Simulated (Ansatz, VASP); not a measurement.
# One calculation of TeAs, two programs

```
Te As
1.0
     0.00000    2.96767    2.96767
     2.96767    0.00000    2.96767
     2.96767    2.96767    0.00000
Te As
1 1
Direct
  0.58424 0.58424 0.41576
  0.00000 0.00000 0.00000
```

Change from the starting cell: all Te atoms moved -0.500 Å, as atom 1 towards its neighbour atom 2 (As) at 2.968 Å.

Alike in both runs: task single point; functional LDA; k mesh 14 × 14 × 14; occupations gaussian, width 0.15 eV; no spin polarisation.

|  | VASP | Ansatz |
| --- | --- | --- |
| version | VASP 6.6.1 | Ansatz 0.2.0 |
| potentials or method | VASP PAW LDA potentials, release 64 (Te, As), cutoff 520 eV | scalar-relativistic, plane waves, PAW |
| valence electrons in the cell | 11 | 31 |

```csv
,VASP,Ansatz,Ansatz less VASP
gap on the k mesh at the Fermi level (eV),none,none,-
pressure (GPa),3.2,2.9,-0.31
"traceless stress, the component that is largest in VASP (GPa)",3.60,3.26,-0.337
rms of the force components (eV/Å),1.194,1.146,-0.0481
```

LDA's correlation is that of Perdew and Zunger in VASP and of Perdew and Wang (1992) in Ansatz. Atom by atom the forces differ by 0.048 eV/Å (rms over components). A gap of «none» marks a metal or a gap that the smearing closes. VASP's potentials hold 11 valence electrons a cell and Ansatz's 31, so a difference there can come from the potentials and not from the codes.

Spin-orbit coupling is off throughout.
